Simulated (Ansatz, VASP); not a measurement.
**One calculation of K2ICl, two programs**

```
Cl I K
1.0
     2.35742    1.36106    7.76360
    -2.35742    1.36106    7.76360
     0.00000   -2.72212    7.76360
Cl I K
1 1 2
Cartesian
  2.3574 1.3611 7.7636
  0.0000 0.0000 11.6454
  0.0000 0.0000 6.0543
  0.0000 0.0000 17.2365
```

Alike in both runs: task single point; functional r2SCAN; k mesh 6 × 6 × 6; no spin polarisation.

|  | VASP | Ansatz |
| --- | --- | --- |
| version | VASP 6.6.1 | Ansatz 0.2.0 |
| potentials or method | VASP PAW PBE potentials, release 64 (Cl, I, K_sv) | plane waves, PAW |
| plane-wave cutoff (eV) | 520 | 500 |
| occupations | gaussian, width 0.01 eV | fixed |
| valence electrons in the cell | 32 | 42 |

```tsv
	VASP	Ansatz	Ansatz less VASP
gap on the k mesh at the Fermi level (eV)	4.38	4.38	+0.001
```

VASP's potentials were made for PBE, not for r2SCAN. VASP's potentials hold 32 valence electrons a cell and Ansatz's 42, so a difference there can come from the potentials and not from the codes.

Spin-orbit coupling is off throughout.
